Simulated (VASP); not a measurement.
# TiAl (scanv) (P4/mmm) in VASP: notebook

The runs below take TiAl (scanv) through single point, with r2SCAN+rVV10.

Everything below comes from runs of VASP 6.6.1. Logs are shortened: lines on timing, memory, paths and dates and some standing lists are left out, and cuts for length are marked.

## (1) The cell of the first run

It takes space group P4/mmm (No. 123, tetragonal). Conventional cell: a = 2.811 Å, b = 2.811 Å, c = 4.066 Å, α = 90.00°, β = 90.00°, γ = 90.00°. Within 3.7 Å of Ti (site symmetry 4/mmm) lie 4 Ti at 2.81 Å and 8 Al at 2.84 Å. Within 3.7 Å of Al (site symmetry 4/mmm) lie 4 Al at 2.81 Å and 8 Ti at 2.84 Å.

## (2) Single point, r2SCAN+rVV10

Contents of POSCAR:

```
TiAl
1.0
    2.8107518100      0.0000000000      0.0000000000
    0.0000000000      2.8107518100      0.0000000000
    0.0000000000      0.0000000000      4.0664219200
Ti Al
1 1
Direct
    0.5000000000      0.5000000000      0.5000000000
    0.0000000000      0.0000000000      0.0000000000
```

Contents of INCAR.step1:

```
SYSTEM = TiAl
  ALGO = Normal
  EDIFF = 1E-4
  ENCUT = 520
  GGA = PE
  ISMEAR = 0
  LASPH = .True.
  LCHARG = .False.
  LREAL = .False.
  LWAVE = .True.
  NBANDS = 14
  NELM = 60
  PREC = Accurate
  SIGMA = 0.1
```

Contents of INCAR.step2:

```
SYSTEM = TiAl
  ALGO = Normal
  BPARAM = 11.95
  CPARAM = 0.0093
  EDIFF = 1E-6
  ENCUT = 520
  ISIF = 2
  ISMEAR = 0
  ISTART = 1
  IVDW_NL = 2
  LASPH = .True.
  LCHARG = .False.
  LMIXTAU = .True.
  LREAL = .False.
  LUSE_VDW = .True.
  LWAVE = .False.
  METAGGA = R2SCAN
  NBANDS = 14
  NELM = 60
  PREC = Accurate
  SIGMA = 0.1
```

Contents of KPOINTS:

```
k-points
0
Gamma
  6 6 4
  0 0 0
```

Potentials or basis: VASP PAW PBE potentials, release 64 (Ti_sv, Al).

Started as:

```sh
> cat potpaw_PBE.64/Ti_sv/POTCAR potpaw_PBE.64/Al/POTCAR > POTCAR
> cp INCAR.step1 INCAR
> mpirun -np 1 vasp_std > vasp.out
> cp INCAR.step2 INCAR
> mpirun -np 1 vasp_std > vasp.out
```

OUTCAR:

```text
SYSTEM = TiAl
   BPARAM = 11.95
   EDIFF = 1E-6
   ENCUT = 520
   ISIF = 2
   ISMEAR = 0
   ISTART = 1
   IVDW_NL = 2
   LASPH = .True.
   LREAL = .False.
   METAGGA = R2SCAN
   NELM = 60
   PREC = Accurate

 ion  position               nearest neighbor table
   1  0.500  0.500  0.500-   2 2.84   2 2.84   2 2.84   2 2.84   2 2.84   2 2.84   2 2.84   2 2.84

   2  0.000  0.000  0.000-   1 2.84   1 2.84   1 2.84   1 2.84   1 2.84   1 2.84   1 2.84   1 2.84

  LATTYP: Found a simple tetragonal cell.
 ALAT       =     2.8107518100
 C/A-ratio  =     1.4467381665

  Lattice vectors:

 A1 = (   2.8107518100,   0.0000000000,   0.0000000000)
 A2 = (   0.0000000000,   2.8107518100,   0.0000000000)
 A3 = (   0.0000000000,   0.0000000000,   4.0664219200)

Analysis of symmetry for initial positions (statically):
=====================================================================
 Subroutine PRICEL returns:
 Original cell was already a primitive cell.

 Routine SETGRP: Setting up the symmetry group for a
 simple tetragonal supercell.

 Subroutine GETGRP returns: Found 16 space group operations
 (whereof 16 operations were pure point group operations)
 out of a pool of 16 trial point group operations.

The static configuration has the point symmetry D_4h.

Analysis of symmetry for dynamics (positions and initial velocities):
=====================================================================
 Subroutine PRICEL returns:
 Original cell was already a primitive cell.

 Routine SETGRP: Setting up the symmetry group for a
 simple tetragonal supercell.

 Subroutine GETGRP returns: Found 16 space group operations
 (whereof 16 operations were pure point group operations)
 out of a pool of 16 trial point group operations.

The dynamic configuration has the point symmetry D_4h.

 Subroutine INISYM returns: Found 16 space group operations
 (whereof 16 operations are pure point group operations),
 and found     1 'primitive' translations

----------------------------------------------------------------------------------------

                                     Primitive cell

  volume of cell :      32.1261

  direct lattice vectors                    reciprocal lattice vectors
     2.810751810  0.000000000  0.000000000     0.355776699  0.000000000  0.000000000
     0.000000000  2.810751810  0.000000000     0.000000000  0.355776699  0.000000000
     0.000000000  0.000000000  4.066421920     0.000000000  0.000000000  0.245916439

  length of vectors
     2.810751810  2.810751810  4.066421920     0.355776699  0.355776699  0.245916439

  position of ions in fractional coordinates (direct lattice)
     0.500000000  0.500000000  0.500000000
     0.000000000  0.000000000  0.000000000

  ion indices of the primitive-cell ions
   primitive index   ion index
                 1           1
                 2           2

----------------------------------------------------------------------------------------

 KPOINTS: k-points

Automatic generation of k-mesh.
 Grid dimensions read from file:
 generate k-points for:    6    6    4

 Generating k-lattice:

  Cartesian coordinates                     Fractional coordinates (reciprocal lattice)
     0.059296116  0.000000000  0.000000000     0.166666667  0.000000000  0.000000000
     0.000000000  0.059296116  0.000000000     0.000000000  0.166666667  0.000000000
     0.000000000  0.000000000  0.061479110     0.000000000  0.000000000  0.250000000

  Length of vectors
     0.059296116  0.059296116  0.061479110

  Shift w.r.t. Gamma in fractional coordinates (k-lattice)
     0.000000000  0.000000000  0.000000000

 Subroutine IBZKPT returns following result:
 ===========================================

 Found     30 irreducible k-points:

 Following reciprocal coordinates:
            Coordinates               Weight
  0.000000  0.000000  0.000000      1.000000
  0.166667  0.000000  0.000000      4.000000
  0.333333  0.000000  0.000000      4.000000
  0.500000  0.000000  0.000000      2.000000
  0.166667  0.166667  0.000000      4.000000
  0.333333  0.166667  0.000000      8.000000
[... 16 lines left out ...]
  0.333333  0.000000  0.500000      4.000000
  0.500000  0.000000  0.500000      2.000000
 [... further k-points ...]
   k-points           NKPTS =     30   k-points in BZ     NKDIM =     30   number of bands    NBANDS=     14
   number of dos      NEDOS =    301   number of ions     NIONS =      2
   total plane-waves  NPLWV =  17280
   dimension x,y,z NGX =    24 NGY =   24 NGZ =   30
   dimension x,y,z NGXF=    48 NGYF=   48 NGZF=   60
   ions per type =               1   1
   NGX,Y,Z   is equivalent  to a cutoff of  14.20, 14.20, 12.26 a.u.
   NGXF,Y,Z  is equivalent  to a cutoff of  28.39, 28.39, 24.53 a.u.
 SYSTEM =  TiAl
   PREC   = accura    normal or accurate (medium, high low for compatibility)
   ISTART =      1    job   : 0-new  1-cont  2-samecut
   ICHARG =      0    charge: 1-file 2-atom 10-const
   ISPIN  =      1    spin polarized calculation?
   LNONCOLLINEAR =      F non collinear calculations
   LSORBIT =      F    spin-orbit coupling
   LASPH  =      T    aspherical Exc in radial PAW
   ENCUT  =  520.0 eV  38.22 Ry    6.18 a.u.   5.23  5.23  7.56*2*pi/ulx,y,z
   NELM   =     60;   NELMIN=  2; NELMDL=  0     # of ELM steps
   EDIFF  = 0.1E-05   stopping-criterion for ELM
   LREAL  =      F    real-space projection
   EDIFFG = 0.1E-04   stopping-criterion for IOM
   NSW    =      0    number of steps for IOM
   IBRION =     -1    ionic relax: 0-MD 1-quasi-New 2-CG
   NFREE  =      0    steps in history (QN), initial steepest desc. (CG)
   ISIF   =      2    stress and relaxation
   ISYM   =      2    0-nonsym 1-usesym 2-fastsym
   POTIM  = 0.5000    time-step for ionic-motion
   TEBEG  =    0.0;   TEEND  =   0.0 temperature during run
   PSTRESS=    0.0 pullay stress
   NELECT =      15.0000    total number of electrons
   NUPDOWN=      -1.0000    fix difference up-down
   EMIN   =  10.00;   EMAX   =-10.00  energy-range for DOS
   EFERMI =   0.00;   METHOD = LEGACY
   ISMEAR =     0;   SIGMA  =   0.10  broadening in eV -4-tet -1-fermi 0-gaus
   EFERMI_NEDOS =   21; number of points for ismear=-14 and -15
   IALGO  =     38    algorithm
   IMIX   =      4    mixing-type and parameters
     AMIX     =   0.40;   BMIX     =  1.00
     AMIX_MAG =   1.60;   BMIX_MAG =  1.00
  volume/ion in A,a.u.               =      16.06       108.40
  Fermi-wavevector in a.u.,A,eV,Ry     =   1.270046  2.400039 21.946425  1.613017
  Thomas-Fermi vector in A             =   2.403054
   LORBIT       =      0    0 simple, 1 ext, 2 COOP (PROOUT), +10 PAW based schemes
   METAGGA = R2SCAN    functional components
   LHFCALC =     F    Hartree Fock is set to
   AEXX    =    0.0000 exact exchange contribution
   IVDW_NL    =     2    kernel type
   BPARAM     =11.9500
   IVDW    =     0    specifies the selected vdW correction
   LEPSILON=     F    determine dielectric tensor
   LRPA    =     F    only Hartree local field effects (RPA)
 non-spin polarized calculation
 Gauss-broadening in eV      SIGMA  =   0.10
  energy-cutoff  :      520.00
  volume of cell :       32.13
 maximum number of plane-waves:       888
 NGX is ok and might be reduce to    24
   NGX = 11   NGY = 11   NGZ = 15

 number of electron      14.9999999 magnetization

 Free energy of the ion-electron system (eV)
  ---------------------------------------------------
  ext. energy  EPLUGINS =         0.00000000
  ---------------------------------------------------
  free energy    TOTEN  =       -20.25175012 eV

  energy without entropy =      -20.24345105  energy(sigma->0) =      -20.24760058

 E-fermi :   8.4766     XC(G=0): -11.9097

 val. band max:        8.4541367110   @ k =   0.1667   0.0000   0.2500
 cond. band min:       8.5411486441   @ k =   0.5000   0.1667   0.2500
 fundamental gap:      0.0870119332
 Fermi energy:         8.4765570421

 k-point     1 :       0.0000    0.0000    0.0000
  band No.  band energies     occupation
      1     -50.5840      2.00000
      2     -25.9556      2.00000
      3     -25.4646      2.00000
      4     -25.4646      2.00000
      5      -1.2026      2.00000
      6       6.3930      2.00000
      7       7.4197      2.00000
      8       7.8862      2.00000
      9      10.7608      0.00000
     10      10.7608      0.00000
     11      12.0913      0.00000
     12      14.9745      0.00000
     13      17.4406      0.00000
     14      17.4406      0.00000

 k-point     2 :       0.1667    0.0000    0.0000
  band No.  band energies     occupation
      1     -50.5678      2.00000
      2     -25.9397      2.00000
      3     -25.5981      2.00000
      4     -25.4534      2.00000
      5      -0.6251      2.00000
      6       6.8205      2.00000
      7       7.5046      2.00000
      8       7.5687      2.00000
      9      10.8520      0.00000
     10      11.2834      0.00000
     11      11.5950      0.00000
     12      13.6479      0.00000
     13      14.9570      0.00000
     14      18.1463      0.00000

 k-point     3 :       0.3333    0.0000    0.0000
  band No.  band energies     occupation
      1     -50.5354      2.00000
      2     -25.9076      2.00000
      3     -25.8590      2.00000
      4     -25.4308      2.00000
      5       1.0324      2.00000
      6       6.4226      2.00000
      7       6.8663      2.00000
      8       7.7151      2.00000
      9      10.7858      0.00000
     10      11.0407      0.00000
     11      12.0593      0.00000
     12      12.5636      0.00000
     13      14.6648      0.00000
     14      18.7551      0.00000

 k-point     4 :       0.5000    0.0000    0.0000
  band No.  band energies     occupation
      1     -50.5191      2.00000
      2     -25.9866      2.00000
      3     -25.8915      2.00000
      4     -25.4194      2.00000
      5       3.5411      2.00000
      6       3.6086      2.00000
      7       6.5835      2.00000
      8       8.1218      2.00000
      9      10.4386      0.00000
     10      11.1385      0.00000
     11      12.9692      0.00000
     12      13.6822      0.00000
     13      13.9635      0.00000
     14      16.8457      0.00000

 k-point     5 :       0.1667    0.1667    0.0000
  band No.  band energies     occupation
      1     -50.5519      2.00000
      2     -25.9240      2.00000
      3     -25.5913      2.00000
      4     -25.5784      2.00000
      5      -0.0617      2.00000
      6       7.1704      2.00000
      7       7.4471      2.00000
      8       7.8316      2.00000
      9      10.0414      0.00000
     10      10.9758      0.00000
     11      12.4283      0.00000
[... 276 lines left out ...]
 k-point    22 :       0.1667    0.0000    0.5000
  band No.  band energies     occupation
      1     -50.5672      2.00000
      2     -25.9575      2.00000
      3     -25.5968      2.00000
      4     -25.4528      2.00000
      5       0.7749      2.00000
      6       3.3627      2.00000
      7       7.8752      2.00000
      8       9.2654      0.00000
      9       9.3715      0.00000
     10      10.5196      0.00000
     11      11.6346      0.00000
     12      15.1302      0.00000
     13      18.5432      0.00000
     14      18.7416      0.00000

 k-point    23 :       0.3333    0.0000    0.5000
  band No.  band energies     occupation
      1     -50.5348      2.00000
      2     -25.9227      2.00000
      3     -25.8565      2.00000
      4     -25.4301      2.00000
      5       1.9940      2.00000
      6       5.0171      2.00000
      7       6.9171      2.00000
      8       8.1325      2.00000
      9       9.8285      0.00000
     10      10.7727      0.00000
     11      10.8381      0.00000
     12      13.2428      0.00000
     13      15.4062      0.00000
     14      20.1020      0.00000

 k-point    24 :       0.5000    0.0000    0.5000
  band No.  band energies     occupation
      1     -50.5186      2.00000
      2     -25.9836      2.00000
      3     -25.9052      2.00000
      4     -25.4188      2.00000
      5       3.2727      2.00000
      6       5.1609      2.00000
      7       7.0289      2.00000
      8       7.0860      2.00000
      9       9.9526      0.00000
     10      10.4901      0.00000
     11      10.9057      0.00000
     12      12.5470      0.00000
     13      14.3760      0.00000
     14      21.7563      0.00000

 [... further k-points ...]
[... 5 lines left out ...]
  --------------------------------------------------------------------------------------
  -------------------------------------------------------------------------------------
  Total       -0.0472779     -0.0472779     -0.1934688      0.0000000     -0.0000000      0.0000000
  in kB       -2.3578212     -2.3578212     -9.6485973      0.0000000     -0.0000000      0.0000000
  external PRESSURE =      -4.7880799 kB  Pullay stress =       0.0000000 kB

 VOLUME and BASIS-vectors are now :
 -----------------------------------------------------------------------------
  energy-cutoff  :      520.00
  volume of cell :       32.13
      direct lattice vectors                 reciprocal lattice vectors
     2.810751810  0.000000000  0.000000000     0.355776699  0.000000000  0.000000000
     0.000000000  2.810751810  0.000000000     0.000000000  0.355776699  0.000000000
     0.000000000  0.000000000  4.066421920     0.000000000  0.000000000  0.245916439

 POSITION                                       TOTAL-FORCE (eV/Angst)
 -----------------------------------------------------------------------------------
      1.40538      1.40538      2.03321         0.000000      0.000000      0.000000
      0.00000      0.00000      0.00000         0.000000      0.000000      0.000000
 -----------------------------------------------------------------------------------
    total drift:                                0.000000      0.000000     -0.000000

  FREE ENERGIE OF THE ION-ELECTRON SYSTEM (eV)
  ---------------------------------------------------
  free  energy   TOTEN  =       -20.2517501167 eV

  energy  without entropy=      -20.2434510499  energy(sigma->0) =      -20.24760058
```

Run time: 34 s. Hardware: 1 thread of Intel Xeon 6975P-C (Granite Rapids), shared host; peak memory 0.24 GiB.

What came out:

```
Free energy : -20.2518 eV
Pressure    : -0.5 GPa
```

Levels at points of the mesh, in eV from the Fermi level:
| k point | band 5 | band 6 | band 7 | band 8 | band 9 | band 10 | band 11 | band 12 |
| --- | --- | --- | --- | --- | --- | --- | --- | --- |
| (0.00, 0.00, 0.00) | -9.68 | -2.08 | -1.06 | -0.59 | 2.28 | 2.28 | 3.61 | 6.50 |
| (0.50, 0.00, 0.00) | -4.94 | -4.87 | -1.89 | -0.35 | 1.96 | 2.66 | 4.49 | 5.21 |
| (0.50, 0.50, 0.00) | -3.37 | -0.61 | -0.61 | -0.48 | -0.28 | -0.28 | 4.30 | 5.58 |
| (0.00, 0.00, 0.50) | -8.13 | -5.74 | -0.88 | 0.67 | 1.92 | 1.92 | 3.63 | 8.27 |
| (0.50, 0.00, 0.50) | -5.20 | -3.32 | -1.45 | -1.39 | 1.48 | 2.01 | 2.43 | 4.07 |
| (0.50, 0.50, 0.50) | -2.71 | -2.47 | -2.47 | 2.15 | 2.29 | 2.63 | 4.23 | 4.23 |

Caveat: the k points lie up to 0.39 Å⁻¹ apart; the PAW data sets were made with another functional, which shifts forces and pressure a little.

## (3) Single point, r2SCAN+rVV10

This run uses another cell than the first one, of 15.97 Å³/atom, 0.994 times its volume.

Contents of POSCAR:

```
TiAl
1.0
    2.8049518181      0.0000000000      0.0000000000
    0.0000000000      2.8049518181      0.0000000000
    0.0000000000      0.0000000000      4.0589476098
Ti Al
1 1
Direct
    0.5000000000      0.5000000000      0.5000000000
    0.0000000000      0.0000000000      0.0000000000
```

Contents of INCAR.step1:

```
SYSTEM = TiAl
  ALGO = Normal
  EDIFF = 1E-4
  ENCUT = 520
  GGA = PE
  ISMEAR = 0
  LASPH = .TRUE.
  LCHARG = .FALSE.
  LREAL = .FALSE.
  LWAVE = .TRUE.
  NBANDS = 14
  NELM = 60
  PREC = Accurate
  SIGMA = 0.1
```

Contents of INCAR.step2:

```
SYSTEM = TiAl
  ALGO = Normal
  BPARAM = 11.95
  CPARAM = 0.0093
  EDIFF = 1E-6
  ENCUT = 520
  ISIF = 2
  ISMEAR = 0
  ISTART = 1
  IVDW_NL = 2
  LASPH = .TRUE.
  LCHARG = .TRUE.
  LELF = .TRUE.
  LMIXTAU = .TRUE.
  LREAL = .FALSE.
  LUSE_VDW = .TRUE.
  LVHAR = .TRUE.
  LWAVE = .FALSE.
  METAGGA = R2SCAN
  NBANDS = 14
  NELM = 60
  PREC = Accurate
  SIGMA = 0.1
```

Contents of KPOINTS:

```
k-points
0
G
  14 14 10
  0 0 0
```

Potentials or basis: VASP PAW PBE potentials, release 64 (Ti_sv, Al).

Started as:

```sh
> cat potpaw_PBE.64/Ti_sv/POTCAR potpaw_PBE.64/Al/POTCAR > POTCAR
> cp INCAR.step1 INCAR
> mpirun -np 1 vasp_std > vasp.out
> cp INCAR.step2 INCAR
> mpirun -np 1 vasp_std > vasp.out
```

Wall time 2 min (1 thread of Intel Xeon 6975P-C (Granite Rapids), shared host); peak memory 0.31 GiB.

The run converged. Its results:

```yaml
Free_energy: -20.2510 eV
Pressure: 0.2 GPa
```

Levels at points of the mesh, in eV from the Fermi level:
| k point | band 4 | band 5 | band 6 | band 7 | band 8 | band 9 | band 10 | band 11 | band 12 | band 13 |
| --- | --- | --- | --- | --- | --- | --- | --- | --- | --- | --- |
| (0.00, 0.00, 0.00) | -33.81 | -9.68 | -2.02 | -0.99 | -0.55 | 2.40 | 2.40 | 3.76 | 6.62 | 9.04 |
| (0.50, 0.00, 0.00) | -33.76 | -4.93 | -4.84 | -1.83 | -0.27 | 2.09 | 2.79 | 4.63 | 5.27 | 5.56 |
| (0.50, 0.50, 0.00) | -34.18 | -3.31 | -0.58 | -0.58 | -0.43 | -0.20 | -0.20 | 4.44 | 5.69 | 6.36 |
| (0.00, 0.00, 0.50) | -33.81 | -8.14 | -5.69 | -0.81 | 0.76 | 2.03 | 2.03 | 3.78 | 8.29 | 9.71 |
| (0.50, 0.00, 0.50) | -33.76 | -5.18 | -3.31 | -1.38 | -1.32 | 1.57 | 2.14 | 2.55 | 4.19 | 6.03 |
| (0.50, 0.50, 0.50) | -34.19 | -2.64 | -2.43 | -2.43 | 2.21 | 2.41 | 2.65 | 4.31 | 4.31 | 4.44 |

Caveat: the PAW data sets were made with another functional, which shifts forces and pressure a little.
